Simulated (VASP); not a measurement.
# ZnO (P6_3mc) in VASP: notebook, part 2 of 3

VASP 6.6.1.

### Step 3. Single point, LDA (c/a of the conventional cell at fixed volume 1.6815)

INCAR

```
PREC = Accurate
ENCUT = 520
EDIFF = 1E-6
ISMEAR = 0
SIGMA = 0.05
LREAL = F
LASPH = T
NELM = 100
ALGO = Normal
ISIF = 2
LWAVE = F
LCHARG = F
NBANDS = 26
```

KPOINTS

```
regular mesh
0
Gamma
  12 12 6
```

POSCAR

```
ZnO
1.0
    3.1457972038      0.0000000000      0.0000000000
   -1.5728986019      2.7243402936      0.0000000000
    0.0000000000      0.0000000000      5.2896579982
Zn O
2 2
Direct
    0.3333333333      0.6666666667      0.0018514197
    0.6666666667      0.3333333333      0.5018514197
    0.3333333333      0.6666666667      0.3350338920
    0.6666666667      0.3333333333      0.8350338920
```

Potentials or basis: VASP PAW LDA potentials, release 64 (Zn, O).

Command:

```bash
> cat potpaw_LDA.64/Zn/POTCAR potpaw_LDA.64/O/POTCAR > POTCAR
> mpirun -np 1 vasp_std > vasp.out
```

OUTCAR:

```text
PREC = Accurate
   ENCUT = 520
   EDIFF = 1E-6
   ISMEAR = 0
   LREAL = F
   LASPH = T
   NELM = 100
   ISIF = 2

 ion  position               nearest neighbor table
   1  0.333  0.667  0.002-   3 1.76   4 2.02   4 2.02   4 2.02
   2  0.667  0.333  0.502-   4 1.76   3 2.02   3 2.02   3 2.02
   3  0.333  0.667  0.335-   1 1.76   2 2.02   2 2.02   2 2.02
   4  0.667  0.333  0.835-   2 1.76   1 2.02   1 2.02   1 2.02

  LATTYP: Found a hexagonal cell.
 ALAT       =     3.1457972038
 C/A-ratio  =     1.6815000000

  Lattice vectors:

 A1 = (   3.1457972038,   0.0000000000,   0.0000000000)
 A2 = (  -1.5728986019,   2.7243402936,   0.0000000000)
 A3 = (   0.0000000000,   0.0000000000,   5.2896579982)

Analysis of symmetry for initial positions (statically):
=====================================================================
 Subroutine PRICEL returns:
 Original cell was already a primitive cell.

 Routine SETGRP: Setting up the symmetry group for a
 hexagonal supercell.

 Subroutine GETGRP returns: Found 12 space group operations
 (whereof  6 operations were pure point group operations)
 out of a pool of 24 trial point group operations.

The static configuration has the point symmetry C_3v.
 The point group associated with its full space group is C_6v.

Analysis of symmetry for dynamics (positions and initial velocities):
=====================================================================
 Subroutine PRICEL returns:
 Original cell was already a primitive cell.

 Routine SETGRP: Setting up the symmetry group for a
 hexagonal supercell.

 Subroutine GETGRP returns: Found 12 space group operations
 (whereof  6 operations were pure point group operations)
 out of a pool of 24 trial point group operations.

The dynamic configuration has the point symmetry C_3v.
 The point group associated with its full space group is C_6v.

 Subroutine INISYM returns: Found 12 space group operations
 (whereof  6 operations are pure point group operations),
 and found     1 'primitive' translations

----------------------------------------------------------------------------------------

                                     Primitive cell

  volume of cell :      45.3335

  direct lattice vectors                    reciprocal lattice vectors
     3.145797204  0.000000000  0.000000000     0.317884446  0.183530670  0.000000000
    -1.572898602  2.724340294  0.000000000     0.000000000  0.367061340  0.000000000
     0.000000000  0.000000000  5.289657998     0.000000000  0.000000000  0.189048139

  length of vectors
     3.145797204  3.145797204  5.289657998     0.367061340  0.367061340  0.189048139

  position of ions in fractional coordinates (direct lattice)
     0.333333333  0.666666667  0.001851420
     0.666666667  0.333333333  0.501851420
     0.333333333  0.666666667  0.335033892
     0.666666667  0.333333333  0.835033892

  ion indices of the primitive-cell ions
   primitive index   ion index
                 1           1
                 2           2
                 3           3
                 4           4

----------------------------------------------------------------------------------------

 KPOINTS: regular mesh

Automatic generation of k-mesh.
 Grid dimensions read from file:
 generate k-points for:   12   12    6

 Generating k-lattice:

  Cartesian coordinates                     Fractional coordinates (reciprocal lattice)
     0.026490370  0.015294223  0.000000000     0.083333333  0.000000000  0.000000000
     0.000000000  0.030588445  0.000000000     0.000000000  0.083333333  0.000000000
     0.000000000  0.000000000  0.031508023     0.000000000  0.000000000  0.166666667

  Length of vectors
     0.030588445  0.030588445  0.031508023

  Shift w.r.t. Gamma in fractional coordinates (k-lattice)
     0.000000000  0.000000000  0.000000000

 Subroutine IBZKPT returns following result:
 ===========================================

 Found     76 irreducible k-points:

 Following reciprocal coordinates:
            Coordinates               Weight
  0.000000  0.000000  0.000000      1.000000
  0.083333  0.000000  0.000000      6.000000
  0.166667  0.000000  0.000000      6.000000
  0.250000  0.000000  0.000000      6.000000
  0.333333  0.000000  0.000000      6.000000
  0.416667 -0.000000  0.000000      6.000000
[... 16 lines left out ...]
  0.250000  0.000000  0.166667     12.000000
  0.333333  0.000000  0.166667     12.000000
 [... further k-points ...]
   k-points           NKPTS =     76   k-points in BZ     NKDIM =     76   number of bands    NBANDS=     26
   number of dos      NEDOS =    301   number of ions     NIONS =      4
   total plane-waves  NPLWV =  23040
   dimension x,y,z NGX =    24 NGY =   24 NGZ =   40
   dimension x,y,z NGXF=    48 NGYF=   48 NGZF=   80
   ions per type =               2   2
   NGX,Y,Z   is equivalent  to a cutoff of  12.68, 12.68, 12.57 a.u.
   NGXF,Y,Z  is equivalent  to a cutoff of  25.37, 25.37, 25.14 a.u.
 SYSTEM =  unknown system
   PREC   = accura    normal or accurate (medium, high low for compatibility)
   ISTART =      0    job   : 0-new  1-cont  2-samecut
   ICHARG =      2    charge: 1-file 2-atom 10-const
   ISPIN  =      1    spin polarized calculation?
   LNONCOLLINEAR =      F non collinear calculations
   LSORBIT =      F    spin-orbit coupling
   LASPH  =      T    aspherical Exc in radial PAW
   ENCUT  =  520.0 eV  38.22 Ry    6.18 a.u.   5.85  5.85  9.84*2*pi/ulx,y,z
   NELM   =    100;   NELMIN=  2; NELMDL= -5     # of ELM steps
   EDIFF  = 0.1E-05   stopping-criterion for ELM
   LREAL  =      F    real-space projection
   EDIFFG = 0.1E-04   stopping-criterion for IOM
   NSW    =      0    number of steps for IOM
   IBRION =     -1    ionic relax: 0-MD 1-quasi-New 2-CG
   NFREE  =      0    steps in history (QN), initial steepest desc. (CG)
   ISIF   =      2    stress and relaxation
   ISYM   =      2    0-nonsym 1-usesym 2-fastsym
   POTIM  = 0.5000    time-step for ionic-motion
   TEBEG  =    0.0;   TEEND  =   0.0 temperature during run
   PSTRESS=    0.0 pullay stress
   NELECT =      36.0000    total number of electrons
   NUPDOWN=      -1.0000    fix difference up-down
   EMIN   =  10.00;   EMAX   =-10.00  energy-range for DOS
   EFERMI =   0.00;   METHOD = LEGACY
   ISMEAR =     0;   SIGMA  =   0.05  broadening in eV -4-tet -1-fermi 0-gaus
   EFERMI_NEDOS =   21; number of points for ismear=-14 and -15
   IALGO  =     38    algorithm
   IMIX   =      4    mixing-type and parameters
     AMIX     =   0.40;   BMIX     =  1.00
     AMIX_MAG =   1.60;   BMIX_MAG =  1.00
  volume/ion in A,a.u.               =      11.33        76.48
  Fermi-wavevector in a.u.,A,eV,Ry     =   1.516011  2.864846 31.270138  2.298290
  Thomas-Fermi vector in A             =   2.625458
   LORBIT       =      0    0 simple, 1 ext, 2 COOP (PROOUT), +10 PAW based schemes
   GGA     = CA    functional components
   LHFCALC =     F    Hartree Fock is set to
   AEXX    =    0.0000 exact exchange contribution
   IVDW    =     0    specifies the selected vdW correction
   LEPSILON=     F    determine dielectric tensor
   LRPA    =     F    only Hartree local field effects (RPA)
 non-spin polarized calculation
 Gauss-broadening in eV      SIGMA  =   0.05
  energy-cutoff  :      520.00
  volume of cell :       45.33
 maximum number of plane-waves:      1242
 NGX is ok and might be reduce to    24
   NGX = 11   NGY = 11   NGZ = 19

 number of electron      35.9999973 magnetization

 Free energy of the ion-electron system (eV)
  ---------------------------------------------------
  ext. energy  EPLUGINS =         0.00000000
  ---------------------------------------------------
  free energy    TOTEN  =       -20.72576444 eV

  energy without entropy =      -20.72576444  energy(sigma->0) =      -20.72576444

 E-fermi :   1.5118     XC(G=0): -11.7352

 val. band max:        1.3105588158   @ k =   0.0000   0.0000   0.0000
 cond. band min:       2.2667729953   @ k =   0.0000   0.0000   0.0000
 fundamental gap:      0.9562141796
 Fermi energy:         1.5118103261

 k-point     1 :       0.0000    0.0000    0.0000
  band No.  band energies     occupation
      1     -16.9224      2.00000
      2     -16.0888      2.00000
      3      -5.2338      2.00000
      4      -5.1799      2.00000
      5      -4.5459      2.00000
      6      -4.5459      2.00000
[... 18 lines left out ...]
     25      16.1693      0.00000
     26      16.1693      0.00000
[... 644 lines left out ...]
      4      -4.9557      2.00000
      5      -4.6479      2.00000
      6      -4.5146      2.00000
[... 18 lines left out ...]
     25      14.4080      0.00000
     26      15.5165      0.00000

 [... further k-points ...]
[... 5 lines left out ...]
  --------------------------------------------------------------------------------------
  -------------------------------------------------------------------------------------
  Total       -1.3159989     -1.3159989      6.3064003      0.0000000      0.0000000      0.0000000
  in kB      -46.5100098    -46.5100098    222.8806911      0.0000000      0.0000000      0.0000000
  external PRESSURE =      43.2868905 kB  Pullay stress =       0.0000000 kB

 VOLUME and BASIS-vectors are now :
 -----------------------------------------------------------------------------
  energy-cutoff  :      520.00
  volume of cell :       45.33
      direct lattice vectors                 reciprocal lattice vectors
     3.145797204  0.000000000  0.000000000     0.317884446  0.183530670  0.000000000
    -1.572898602  2.724340294  0.000000000     0.000000000  0.367061340  0.000000000
     0.000000000  0.000000000  5.289657998     0.000000000  0.000000000  0.189048139

 POSITION                                       TOTAL-FORCE (eV/Angst)
 -----------------------------------------------------------------------------------
     -0.00000      1.81623      0.00979        -0.000000      0.000000     -2.678556
      1.57290      0.90811      2.65462         0.000000     -0.000000     -2.678556
     -0.00000      1.81623      1.77221         0.000000      0.000000      2.678556
      1.57290      0.90811      4.41704        -0.000000      0.000000      2.678556
 -----------------------------------------------------------------------------------
    total drift:                                0.000000      0.000001     -0.005381

  FREE ENERGIE OF THE ION-ELECTRON SYSTEM (eV)
  ---------------------------------------------------
  free  energy   TOTEN  =       -20.7257644445 eV

  energy  without entropy=      -20.7257644445  energy(sigma->0) =      -20.72576444
```

stdout:

```text
POSCAR found type information on POSCAR ZnO
 POSCAR found :  2 types and       4 ions
 scaLAPACK will be used
 LDA part: xc-table for (Slater(with rela. corr.)+CA(PZ))
 , standard interpolation
 POSCAR, INCAR and KPOINTS ok, starting setup
 FFT: planning ... GRIDC
 FFT: planning ... GRID_SOFT
 FFT: planning ... GRID
 WAVECAR not read
 entering main loop
```

Run time: 41 s. Hardware: 1 thread of AMD EPYC 9R14 (Zen 4), shared host; peak memory 0.16 GiB.

Results:

| Item | Value |
| --- | --- |
| Free energy | -20.7258 eV |
| Pressure | 4.3 GPa |
| Largest force | 2.679 eV/Å |
| Band gap on the k mesh | 0.96 eV, direct |

Forces in eV/Å, atoms in the order of the input:
```
Zn   0.000  0.000 -2.679
Zn   0.000  0.000 -2.679
O    0.000  0.000  2.679
O    0.000  0.000  2.679
```

Caveat: forces of over 1 eV/Å act on the atoms, so gaps and moduli don't describe the material at rest.

### Step 4. Single point, LDA (c/a of the conventional cell at fixed volume 1.6815)

INCAR

```
PREC = Accurate ; ENCUT = 520
EDIFF = 1E-6 ; ISMEAR = 0
SIGMA = 0.05 ; LREAL = False
LASPH = True ; NELM = 80
ALGO = Normal ; ISIF = 2
LWAVE = False ; LCHARG = False
GGA = CA ; NBANDS = 26
```

KPOINTS

```
Automatic mesh
0
Gamma
  12 12 6
```

Edit POSCAR of step 3 so:

```diff
@@ -10,3 +10,3 @@
     0.6666666667      0.3333333333      0.5018514197
-    0.3333333333      0.6666666667      0.3350338920
-    0.6666666667      0.3333333333      0.8350338920
+    0.3333333333      0.6666666667      0.4254632686
+    0.6666666667      0.3333333333      0.9254632686
```

Potentials or basis: VASP PAW LDA potentials, release 64 (Zn, O).

Command:

```bash
> cat potpaw_LDA.64/Zn/POTCAR potpaw_LDA.64/O/POTCAR > POTCAR
> mpirun -np 1 vasp_std > vasp.out
```

OUTCAR:

```text
PREC = Accurate
   ENCUT = 520
   EDIFF = 1E-6
   ISMEAR = 0
   LREAL = False
   LASPH = True
   NELM = 80
   ISIF = 2
   GGA = CA

 ion  position               nearest neighbor table
   1  0.333  0.667  0.002-   4 1.86   4 1.86   4 1.86   3 2.24
   2  0.667  0.333  0.502-   3 1.86   3 1.86   3 1.86   4 2.24
   3  0.333  0.667  0.425-   2 1.86   2 1.86   2 1.86   1 2.24
   4  0.667  0.333  0.925-   1 1.86   1 1.86   1 1.86   2 2.24

  LATTYP: Found a hexagonal cell.
 ALAT       =     3.1457972038
 C/A-ratio  =     1.6815000000

  Lattice vectors:

 A1 = (   3.1457972038,   0.0000000000,   0.0000000000)
 A2 = (  -1.5728986019,   2.7243402936,   0.0000000000)
 A3 = (   0.0000000000,   0.0000000000,   5.2896579982)

Analysis of symmetry for initial positions (statically):
=====================================================================
 Subroutine PRICEL returns:
 Original cell was already a primitive cell.

 Routine SETGRP: Setting up the symmetry group for a
[... 166 lines left out ...]

 Free energy of the ion-electron system (eV)
  ---------------------------------------------------
  ext. energy  EPLUGINS =         0.00000000
  ---------------------------------------------------
  free energy    TOTEN  =       -20.76703192 eV

  energy without entropy =      -20.76703192  energy(sigma->0) =      -20.76703192

 E-fermi :   1.7463     XC(G=0): -11.7032

 val. band max:        1.5453372599   @ k =   0.0000   0.0000   0.0000
 cond. band min:       2.3757503764   @ k =   0.0000   0.0000   0.0000
 fundamental gap:      0.8304131165
 Fermi energy:         1.7462505868

 k-point     1 :       0.0000    0.0000    0.0000
  band No.  band energies     occupation
      1     -16.9989      2.00000
      2     -16.2877      2.00000
      3      -5.0690      2.00000
      4      -5.0690      2.00000
      5      -5.0287      2.00000
      6      -5.0287      2.00000
[... 685 lines left out ...]
     25      15.8173      0.00000
     26      16.2501      0.00000

 [... further k-points ...]
[... 5 lines left out ...]
  --------------------------------------------------------------------------------------
  -------------------------------------------------------------------------------------
  Total        4.4279485      4.4279485     -2.1513488      0.0000000      0.0000000      0.0000000
  in kB      156.4924819    156.4924819    -76.0329343      0.0000000      0.0000000      0.0000000
  external PRESSURE =      78.9840098 kB  Pullay stress =       0.0000000 kB

 VOLUME and BASIS-vectors are now :
 -----------------------------------------------------------------------------
  energy-cutoff  :      520.00
  volume of cell :       45.33
      direct lattice vectors                 reciprocal lattice vectors
     3.145797204  0.000000000  0.000000000     0.317884446  0.183530670  0.000000000
    -1.572898602  2.724340294  0.000000000     0.000000000  0.367061340  0.000000000
     0.000000000  0.000000000  5.289657998     0.000000000  0.000000000  0.189048139

 POSITION                                       TOTAL-FORCE (eV/Angst)
 -----------------------------------------------------------------------------------
     -0.00000      1.81623      0.00979         0.000000      0.000000      0.874179
      1.57290      0.90811      2.65462         0.000000     -0.000000      0.874179
     -0.00000      1.81623      2.25056        -0.000000      0.000000     -0.874179
      1.57290      0.90811      4.89538        -0.000000     -0.000000     -0.874179
 -----------------------------------------------------------------------------------
    total drift:                               -0.000000      0.000000     -0.002584

  FREE ENERGIE OF THE ION-ELECTRON SYSTEM (eV)
  ---------------------------------------------------
  free  energy   TOTEN  =       -20.7670319188 eV

  energy  without entropy=      -20.7670319188  energy(sigma->0) =      -20.76703192
```

OSZICAR:

```text
N       E                     dE             d eps       ncg     rms          rms(c)
DAV:   1     0.294816972974E+03    0.29482E+03   -0.18309E+04  3992   0.206E+03
DAV:   2     0.757935658673E+01   -0.28724E+03   -0.26981E+03  4074   0.416E+02
DAV:   3    -0.234276119704E+02   -0.31007E+02   -0.30615E+02  4492   0.141E+02
DAV:   4    -0.240190383612E+02   -0.59143E+00   -0.59024E+00  4264   0.195E+01
DAV:   5    -0.240220694473E+02   -0.30311E-02   -0.30308E-02  4290   0.147E+00    0.173E+01
DAV:   6    -0.206562581259E+02    0.33658E+01   -0.64787E+00  6446   0.629E+01    0.110E+01
DAV:   7    -0.208338935527E+02   -0.17764E+00   -0.29129E+00  4066   0.170E+01    0.633E+00
DAV:   8    -0.208177791556E+02    0.16114E-01   -0.57342E-01  5198   0.705E+00    0.172E+00
DAV:   9    -0.207650060082E+02    0.52773E-01   -0.10990E-01  5754   0.655E+00    0.353E-01
DAV:  10    -0.207670925445E+02   -0.20865E-02   -0.36752E-02  4024   0.133E+00    0.987E-02
DAV:  11    -0.207670304173E+02    0.62127E-04   -0.43229E-04  4912   0.257E-01    0.235E-02
DAV:  12    -0.207670326891E+02   -0.22718E-05   -0.60194E-05  4846   0.232E-01    0.986E-03
DAV:  13    -0.207670338622E+02   -0.11731E-05   -0.85355E-06  5142   0.885E-02    0.117E-02
DAV:  14    -0.207670318868E+02    0.19754E-05   -0.48631E-06  4494   0.219E-02    0.188E-03
DAV:  15    -0.207670319188E+02   -0.32094E-07   -0.74874E-07  2034   0.745E-03
   1 F= -.20767032E+02 E0= -.20767032E+02  d E =-.641667E-11
```

It took 47 s on 1 thread of AMD EPYC 9R14 (Zen 4), shared host; peak memory 0.16 GiB.

What came out:

```yaml
Free_energy: -20.7670 eV
Pressure: 7.9 GPa
Largest_force: 0.874 eV/Å
Band_gap_on_the_k_mesh: 0.83 eV, direct
```

Forces in eV/Å, atoms in the order of the input:
```
Zn   0.000  0.000  0.874
Zn   0.000  0.000  0.874
O    0.000  0.000 -0.874
O    0.000  0.000 -0.874
```

Stress tensor (GPa, compression positive):
```
15.65  0.00  0.00
 0.00 15.65  0.00
 0.00  0.00 -7.60
```

### Step 5. Single point, LDA (c/a of the conventional cell at fixed volume 1.7462)

INCAR

```
PREC = Accurate
ENCUT = 520
EDIFF = 1E-7
ISMEAR = 0
SIGMA = 0.05
LREAL = F
LASPH = T
NELM = 100
ALGO = Normal
ISIF = 2
LWAVE = F
LCHARG = T
LELF = T
LVHAR = T
NBANDS = 26
```

KPOINTS is that of step 4.

POSCAR

```
ZnO
1.0
    3.1064546507      0.0000000000      0.0000000000
   -1.5532273253      2.6902686432      0.0000000000
    0.0000000000      0.0000000000      5.4244911111
Zn O
2 2
Direct
    0.3333333333      0.6666666667      0.0018514197
    0.6666666667      0.3333333333      0.5018514197
    0.3333333333      0.6666666667      0.3576412361
    0.6666666667      0.3333333333      0.8576412361
```

Command:

```bash
> cat potpaw_LDA.64/Zn/POTCAR potpaw_LDA.64/O/POTCAR > POTCAR
> mpirun -np 1 vasp_std > vasp.out
```

It took 51 s on 1 thread of AMD EPYC 9R14 (Zen 4), shared host; peak memory 0.16 GiB.

It converged, with:

```
Free energy            : -21.0838 eV
Pressure               : 0.2 GPa
Largest force          : 0.181 eV/Å
Band gap on the k mesh : 0.69 eV, direct
```

Forces on the atoms (eV/Å):
```
Zn   0.000  0.000 -0.181
Zn   0.000  0.000 -0.181
O    0.000  0.000  0.181
O    0.000  0.000  0.181
```

Stress tensor (GPa, compression positive):
```
 2.78  0.00  0.00
 0.00  2.78  0.00
 0.00  0.00 -5.08
```

Levels at points of the mesh, in eV from the valence-band top:
```csv
k point,band 15,band 16,band 17,band 18,band 19,band 20,band 21,band 22
"(0.00, 0.00, 0.00)",-0.87,-0.25,0.00,0.00,0.69,5.66,7.59,12.73
"(0.50, 0.00, 0.00)",-3.08,-2.26,-1.69,-0.70,5.87,6.79,6.80,9.06
"(0.00, 0.00, 0.50)",-0.43,-0.43,-0.43,-0.43,3.38,3.38,9.73,9.73
"(0.50, 0.00, 0.50)",-1.82,-1.82,-1.44,-1.44,5.41,5.41,8.55,8.55
```

[end of part 2 of 3]
